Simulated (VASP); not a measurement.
# TlZn2 (P-3m1) in VASP: notebook

The runs below take TlZn2 through single point, relaxation of cell and atoms, with PBE.

All numbers are computed with VASP 6.6.1; they aren't measurements. Logs are shortened: lines on timing, memory, paths and dates and some standing lists are left out, and cuts for length are marked.

## Step 1: The cell of the first run

It takes space group P-3m1 (No. 164, trigonal). Conventional cell: a = 3.470 Å, b = 3.470 Å, c = 6.250 Å, α = 90.00°, β = 90.00°, γ = 120.00°. Zn (site symmetry 3m) has 9 Zn at 2.62 to 3.47 Å and 3 Tl at 3.03 Å within 3.5 Å. Tl (site symmetry -3m) has 6 Zn at 3.03 Å and 6 Tl at 3.47 Å within 4.0 Å.

## Step 2: Single point, PBE

File INCAR:

```
PREC = Accurate
ENCUT = 520
EDIFF = 1E-6
ISMEAR = 0
SIGMA = 0.1
LREAL = F
LASPH = T
NELM = 60
ALGO = Normal
ISIF = 2
LWAVE = F
LCHARG = F
GGA = PE
NBANDS = 26
```

File KPOINTS:

```
Automatic mesh
0
Gamma
  6 6 4
```

File POSCAR:

```
TlZn2
1.0
    3.4696209023      0.0000000000      0.0000000000
   -1.7348104512      3.0047798429      0.0000000000
    0.0000000000      0.0000000000      6.2502570709
Zn Tl
2 1
Direct
    0.3333333333      0.6666666667      0.8647382515
    0.6666666667      0.3333333333      0.1352617485
    0.0000000000      0.0000000000      0.5000000000
```

Potentials or basis: VASP PAW PBE potentials, release 64 (Zn, Tl_d).

The run is started by

```sh
cat potpaw_PBE.64/Zn/POTCAR potpaw_PBE.64/Tl_d/POTCAR > POTCAR
mpirun -np 1 vasp_std > vasp.out
```

OUTCAR:

```text
PREC = Accurate
   ENCUT = 520
   EDIFF = 1E-6
   ISMEAR = 0
   LREAL = F
   LASPH = T
   NELM = 60
   ISIF = 2
   GGA = PE

 ion  position               nearest neighbor table
   1  0.333  0.667  0.865-   2 2.62   2 2.62   2 2.62   3 3.03   3 3.03   3 3.03
   2  0.667  0.333  0.135-   1 2.62   1 2.62   1 2.62   3 3.03   3 3.03   3 3.03
   3  0.000  0.000  0.500-   1 3.03   2 3.03   2 3.03   1 3.03   2 3.03   1 3.03

  LATTYP: Found a hexagonal cell.
 ALAT       =     3.4696209023
 C/A-ratio  =     1.8014236272

  Lattice vectors:

 A1 = (   3.4696209023,   0.0000000000,   0.0000000000)
 A2 = (  -1.7348104512,   3.0047798429,   0.0000000000)
 A3 = (   0.0000000000,   0.0000000000,   6.2502570709)

Analysis of symmetry for initial positions (statically):
=====================================================================
 Subroutine PRICEL returns:
 Original cell was already a primitive cell.

 Routine SETGRP: Setting up the symmetry group for a
 hexagonal supercell.

 Subroutine GETGRP returns: Found 12 space group operations
 (whereof 12 operations were pure point group operations)
 out of a pool of 24 trial point group operations.

The static configuration has the point symmetry D_3d.

Analysis of symmetry for dynamics (positions and initial velocities):
=====================================================================
 Subroutine PRICEL returns:
 Original cell was already a primitive cell.

 Routine SETGRP: Setting up the symmetry group for a
 hexagonal supercell.

 Subroutine GETGRP returns: Found 12 space group operations
 (whereof 12 operations were pure point group operations)
 out of a pool of 24 trial point group operations.

The dynamic configuration has the point symmetry D_3d.

 Subroutine INISYM returns: Found 12 space group operations
 (whereof 12 operations are pure point group operations),
 and found     1 'primitive' translations

----------------------------------------------------------------------------------------

                                     Primitive cell

  volume of cell :      65.1617

  direct lattice vectors                    reciprocal lattice vectors
     3.469620902  0.000000000  0.000000000     0.288215926  0.166401542  0.000000000
    -1.734810451  3.004779843  0.000000000     0.000000000  0.332803085  0.000000000
     0.000000000  0.000000000  6.250257071     0.000000000  0.000000000  0.159993419

  length of vectors
     3.469620902  3.469620902  6.250257071     0.332803085  0.332803085  0.159993419

  position of ions in fractional coordinates (direct lattice)
     0.333333333  0.666666667  0.864738252
     0.666666667  0.333333333  0.135261748
     0.000000000  0.000000000  0.500000000

  ion indices of the primitive-cell ions
   primitive index   ion index
                 1           1
                 2           2
                 3           3

----------------------------------------------------------------------------------------

 KPOINTS: Automatic mesh

Automatic generation of k-mesh.
 Grid dimensions read from file:
 generate k-points for:    6    6    4

 Generating k-lattice:

  Cartesian coordinates                     Fractional coordinates (reciprocal lattice)
     0.048035988  0.027733590  0.000000000     0.166666667  0.000000000  0.000000000
     0.000000000  0.055467181  0.000000000     0.000000000  0.166666667  0.000000000
     0.000000000  0.000000000  0.039998355     0.000000000  0.000000000  0.250000000

  Length of vectors
     0.055467181  0.055467181  0.039998355

  Shift w.r.t. Gamma in fractional coordinates (k-lattice)
     0.000000000  0.000000000  0.000000000

 Subroutine IBZKPT returns following result:
 ===========================================

 Found     24 irreducible k-points:

 Following reciprocal coordinates:
            Coordinates               Weight
  0.000000  0.000000  0.000000      1.000000
  0.166667  0.000000  0.000000      6.000000
  0.333333  0.000000  0.000000      6.000000
  0.500000  0.000000  0.000000      3.000000
  0.166667  0.166667  0.000000      6.000000
  0.333333  0.166667  0.000000     12.000000
[... 16 lines left out ...]
  0.333333  0.166667  0.500000     12.000000
  0.333333  0.333333  0.500000      2.000000
   k-points           NKPTS =     24   k-points in BZ     NKDIM =     24   number of bands    NBANDS=     26
   number of dos      NEDOS =    301   number of ions     NIONS =      3
   total plane-waves  NPLWV =  37632
   dimension x,y,z NGX =    28 NGY =   28 NGZ =   48
   dimension x,y,z NGXF=    56 NGYF=   56 NGZF=   96
   ions per type =               2   1
   NGX,Y,Z   is equivalent  to a cutoff of  13.42, 13.42, 12.77 a.u.
   NGXF,Y,Z  is equivalent  to a cutoff of  26.83, 26.83, 25.53 a.u.
 SYSTEM =  unknown system
   PREC   = accura    normal or accurate (medium, high low for compatibility)
   ISTART =      0    job   : 0-new  1-cont  2-samecut
   ICHARG =      2    charge: 1-file 2-atom 10-const
   ISPIN  =      1    spin polarized calculation?
   LNONCOLLINEAR =      F non collinear calculations
   LSORBIT =      F    spin-orbit coupling
   LASPH  =      T    aspherical Exc in radial PAW
   ENCUT  =  520.0 eV  38.22 Ry    6.18 a.u.   6.45  6.45 11.62*2*pi/ulx,y,z
   NELM   =     60;   NELMIN=  2; NELMDL= -5     # of ELM steps
   EDIFF  = 0.1E-05   stopping-criterion for ELM
   LREAL  =      F    real-space projection
   EDIFFG = 0.1E-04   stopping-criterion for IOM
   NSW    =      0    number of steps for IOM
   IBRION =     -1    ionic relax: 0-MD 1-quasi-New 2-CG
   NFREE  =      0    steps in history (QN), initial steepest desc. (CG)
   ISIF   =      2    stress and relaxation
   ISYM   =      2    0-nonsym 1-usesym 2-fastsym
   POTIM  = 0.5000    time-step for ionic-motion
   TEBEG  =    0.0;   TEEND  =   0.0 temperature during run
   PSTRESS=    0.0 pullay stress
   NELECT =      37.0000    total number of electrons
   NUPDOWN=      -1.0000    fix difference up-down
   EMIN   =  10.00;   EMAX   =-10.00  energy-range for DOS
   EFERMI =   0.00;   METHOD = LEGACY
   ISMEAR =     0;   SIGMA  =   0.10  broadening in eV -4-tet -1-fermi 0-gaus
   EFERMI_NEDOS =   21; number of points for ismear=-14 and -15
   IALGO  =     38    algorithm
   IMIX   =      4    mixing-type and parameters
     AMIX     =   0.40;   BMIX     =  1.00
     AMIX_MAG =   1.60;   BMIX_MAG =  1.00
  volume/ion in A,a.u.               =      21.72       146.58
  Fermi-wavevector in a.u.,A,eV,Ry     =   1.355641  2.561789 25.004261  1.837761
  Thomas-Fermi vector in A             =   2.482711
   LORBIT       =      0    0 simple, 1 ext, 2 COOP (PROOUT), +10 PAW based schemes
   GGA     = PE    functional components
   LHFCALC =     F    Hartree Fock is set to
   AEXX    =    0.0000 exact exchange contribution
   IVDW    =     0    specifies the selected vdW correction
   LEPSILON=     F    determine dielectric tensor
   LRPA    =     F    only Hartree local field effects (RPA)
 non-spin polarized calculation
 Gauss-broadening in eV      SIGMA  =   0.10
  energy-cutoff  :      520.00
  volume of cell :       65.16
 maximum number of plane-waves:      1774
 NGX is ok and might be reduce to    28
   NGX = 13   NGY = 13   NGZ = 23

 number of electron      36.9999996 magnetization

 Free energy of the ion-electron system (eV)
  ---------------------------------------------------
  ext. energy  EPLUGINS =         0.00000000
  ---------------------------------------------------
  free energy    TOTEN  =        -3.92684059 eV

  energy without entropy =       -3.92173156  energy(sigma->0) =       -3.92428608

 E-fermi :   3.8844     XC(G=0): -10.4070

 val. band max:        3.8835482547   @ k =  -0.1667   0.5000   0.2500
 cond. band min:       4.0719460782   @ k =   0.3333   0.1667   0.0000
 fundamental gap:      0.1883978235
 Fermi energy:         3.8843525579

 k-point     1 :       0.0000    0.0000    0.0000
  band No.  band energies     occupation
      1      -7.7999      2.00000
      2      -7.6795      2.00000
      3      -7.6795      2.00000
      4      -7.4350      2.00000
      5      -7.4350      2.00000
      6      -5.7406      2.00000
[... 18 lines left out ...]
     25      13.8225      0.00000
     26      15.0572      0.00000

 k-point     2 :       0.1667    0.0000    0.0000
  band No.  band energies     occupation
      1      -7.7665      2.00000
      2      -7.6675      2.00000
      3      -7.5741      2.00000
      4      -7.5227      2.00000
      5      -7.4509      2.00000
      6      -5.2595      2.00000
[... 18 lines left out ...]
     25      12.9286      0.00000
     26      13.3793      0.00000

 k-point     3 :       0.3333    0.0000    0.0000
  band No.  band energies     occupation
      1      -7.8690      2.00000
      2      -7.6877      2.00000
      3      -7.5082      2.00000
      4      -7.4934      2.00000
      5      -7.3422      2.00000
      6      -3.9462      2.00000
[... 18 lines left out ...]
     25      12.2708      0.00000
     26      13.2591      0.00000

 k-point     4 :       0.5000    0.0000    0.0000
  band No.  band energies     occupation
      1      -7.9282      2.00000
      2      -7.7613      2.00000
      3      -7.5095      2.00000
      4      -7.4370      2.00000
      5      -7.2257      2.00000
      6      -3.6064      2.00000
[... 18 lines left out ...]
     25      12.3417      0.00000
     26      12.9159      0.00000
[... 496 lines left out ...]
      1      -7.7439      2.00000
      2      -7.6454      2.00000
      3      -7.6341      2.00000
      4      -7.5006      2.00000
      5      -7.4024      2.00000
      6      -4.0968      2.00000
[... 18 lines left out ...]
     25      14.1221      0.00000
     26      14.6431      0.00000

 k-point    23 :       0.3333    0.1667    0.5000
  band No.  band energies     occupation
      1      -7.8015      2.00000
      2      -7.7128      2.00000
      3      -7.5573      2.00000
      4      -7.4802      2.00000
      5      -7.3240      2.00000
      6      -3.6504      2.00000
[... 18 lines left out ...]
     25      11.2634      0.00000
     26      13.6242      0.00000

 k-point    24 :       0.3333    0.3333    0.5000
  band No.  band energies     occupation
      1      -7.6773      2.00000
      2      -7.6773      2.00000
      3      -7.5216      2.00000
      4      -7.5216      2.00000
      5      -7.4680      2.00000
      6      -3.6324      2.00000
[... 18 lines left out ...]
     25      10.7181      0.00000
     26      11.4353      0.00000

------------------------ aborting loop because EDIFF is reached ----------------------------------------

  FORCE on cell =-STRESS in cart. coord.  units (eV):
  Direction    XX          YY          ZZ          XY          YZ          ZX
  --------------------------------------------------------------------------------------
  -------------------------------------------------------------------------------------
  Total       -0.0232644     -0.0232644      0.0767874      0.0000000      0.0000000      0.0000000
  in kB       -0.5720182     -0.5720182      1.8880248      0.0000000      0.0000000      0.0000000
  external PRESSURE =       0.2479961 kB  Pullay stress =       0.0000000 kB

 VOLUME and BASIS-vectors are now :
 -----------------------------------------------------------------------------
  energy-cutoff  :      520.00
  volume of cell :       65.16
      direct lattice vectors                 reciprocal lattice vectors
     3.469620902  0.000000000  0.000000000     0.288215926  0.166401542  0.000000000
    -1.734810451  3.004779843  0.000000000     0.000000000  0.332803085  0.000000000
     0.000000000  0.000000000  6.250257071     0.000000000  0.000000000  0.159993419

 POSITION                                       TOTAL-FORCE (eV/Angst)
 -----------------------------------------------------------------------------------
     -0.00000      2.00319      5.40484         0.000000     -0.000000     -0.008985
      1.73481      1.00159      0.84542        -0.000000      0.000000      0.008985
      0.00000      0.00000      3.12513        -0.000000      0.000000      0.000000
 -----------------------------------------------------------------------------------
    total drift:                                0.000000     -0.000000      0.000000

  FREE ENERGIE OF THE ION-ELECTRON SYSTEM (eV)
  ---------------------------------------------------
  free  energy   TOTEN  =        -3.9268405921 eV

  energy  without entropy=       -3.9217315614  energy(sigma->0) =       -3.92428608
```

It took 15 s on 1 thread of AMD EPYC 9R45 (Zen 5), shared host; peak memory 0.17 GiB.

What came out:

```yaml
Free_energy: -3.9268 eV
Pressure: 0.0 GPa
Largest_force: 0.009 eV/Å
```

Forces in eV/Å, atoms in the order of the input:
```
Zn   0.000  0.000 -0.009
Zn   0.000  0.000  0.009
Tl   0.000  0.000  0.000
```

Stress tensor (GPa, compression positive):
```
-0.06  0.00  0.00
 0.00 -0.06  0.00
 0.00  0.00  0.19
```

Levels at points of the mesh, in eV from the Fermi level:
| k point | band 14 | band 15 | band 16 | band 17 | band 18 | band 19 | band 20 | band 21 | band 22 | band 23 |
| --- | --- | --- | --- | --- | --- | --- | --- | --- | --- | --- |
| (0.00, 0.00, 0.00) | -6.90 | -6.77 | -6.77 | -5.49 | -4.34 | 7.02 | 7.75 | 7.75 | 7.91 | 7.91 |
| (0.50, 0.00, 0.00) | -6.93 | -6.73 | -5.42 | -4.18 | -0.89 | -0.89 | 0.24 | 0.91 | 3.29 | 7.27 |
| (0.00, 0.00, 0.50) | -6.90 | -6.90 | -6.74 | -6.74 | -0.28 | 1.13 | 7.33 | 7.33 | 9.09 | 9.09 |
| (0.50, 0.00, 0.50) | -6.93 | -6.77 | -4.93 | -3.25 | -3.17 | -2.83 | 4.16 | 4.36 | 4.56 | 4.65 |

Caveat: spin-orbit coupling is left out, which moves the levels of the heavy elements.

## Step 3: Relaxation of cell and atoms, PBE

This run uses another cell than the first one, of 21.62 Å³/atom, 0.995 times its volume.

File INCAR:

```
PREC     = Accurate       # precision mode
ENCUT    = 600            # plane-wave cutoff, eV
EDIFF    = 1E-6           # SCF threshold, eV
ISMEAR   = 0              # smearing method
SIGMA    = 0.1            # smearing width, eV
LREAL    = F              # projectors in reciprocal space
LASPH    = T              # aspherical terms in the spheres
NELM     = 80             # most SCF steps
ALGO     = Normal         # electronic algorithm
ISIF     = 3              # what is computed and relaxed
LWAVE    = F              # write WAVECAR
LCHARG   = F              # write CHGCAR
GGA      = PE             # functional
IBRION   = 2              # ionic algorithm
NSW      = 90             # ionic steps
EDIFFG   = -0.04          # ionic threshold
```

File KPOINTS:

```
regular mesh
0
Gamma
  6 6 4
```

File POSCAR:

```
TlZn2
1.0
    3.5393598378      0.0000000000      0.0000000000
   -1.7696799189      3.0651755327      0.0000000000
    0.0000000000      0.0000000000      5.9773631754
Zn Tl
2 1
Direct
    0.3333333333      0.6666666667      0.8658939274
    0.6666666667      0.3333333333      0.1341060726
    0.0000000000      0.0000000000      0.5000000000
```

Potentials or basis: VASP PAW PBE potentials, release 64 (Zn, Tl_d).

The run is started by

```sh
cat potpaw_PBE.64/Zn/POTCAR potpaw_PBE.64/Tl_d/POTCAR > POTCAR
mpirun -np 1 vasp_std > vasp.out
```

It took 82 s on 1 thread of AMD EPYC 9R45 (Zen 5), shared host; peak memory 0.19 GiB.

Results (log left out):

| Quantity | Value |
| --- | --- |
| Free energy | -3.9262 eV |
| Relaxed volume | 21.75 Å³/atom |
| Relaxed cell | a = 3.468 Å, b = 3.468 Å, c = 6.265 Å, α = 90.00°, β = 90.00°, γ = 120.00° |
| Space group after relaxing (to 0.05 Å) | P-3m1 (No. 164) |
| Energy gained by relaxing | 11.8 meV/atom |
| Ionic steps | 9 |
| Pressure after relaxing | 0.0 GPa |
| Largest force after relaxing | 0.030 eV/Å |

Forces in eV/Å, atoms in the order of the input:
```
Zn   0.000  0.000 -0.030
Zn   0.000  0.000  0.030
Tl   0.000  0.000  0.000
```

The path:
| step | energy change (eV) | largest force (eV/Å) | pressure (GPa) | volume (Å³) |
| --- | --- | --- | --- | --- |
| 1 | 0.0000 | 0.0250 | 0.93 | 64.85 |
| 2 | -0.0164 | 0.0028 | 0.13 | 66.02 |
| 3 | -0.0198 | 0.0073 | -1.39 | 68.34 |
| 4 | -0.0231 | 0.0056 | -0.86 | 67.40 |
| 5 | -0.0315 | 0.0412 | -0.68 | 66.65 |
| 6 | -0.0330 | 0.0543 | -0.52 | 66.18 |
| 7 | -0.0352 | 0.0521 | 0.08 | 65.21 |
| 8 | -0.0352 | 0.0523 | 0.02 | 65.23 |
| 9 | -0.0355 | 0.0297 | -0.03 | 65.25 |

Final structure:
```
Zn Tl
1.0
     3.46785    0.00000    0.00000
    -1.73392    3.00324    0.00000
     0.00000    0.00000    6.26490
Zn Tl
2 1
Direct
  0.33333 0.66667 0.86530
  0.66667 0.33333 0.13470
  0.00000 0.00000 0.50000
```

Levels at points of the mesh, in eV from the Fermi level:
```csv
k point,band 14,band 15,band 16,band 17,band 18,band 19,band 20,band 21,band 22
"(0.00, 0.00, 0.00)",-6.89,-6.76,-6.76,-5.51,-4.34,6.96,7.76,7.76,7.94
"(0.50, 0.00, 0.00)",-6.93,-6.73,-5.41,-4.16,-0.91,-0.90,0.24,0.91,3.31
"(0.00, 0.00, 0.50)",-6.90,-6.90,-6.73,-6.73,-0.29,1.08,7.35,7.35,9.11
"(0.50, 0.00, 0.50)",-6.93,-6.77,-4.92,-3.23,-3.18,-2.83,4.13,4.33,4.56
```

Caveat: spin-orbit coupling is left out, which moves the levels of the heavy elements.
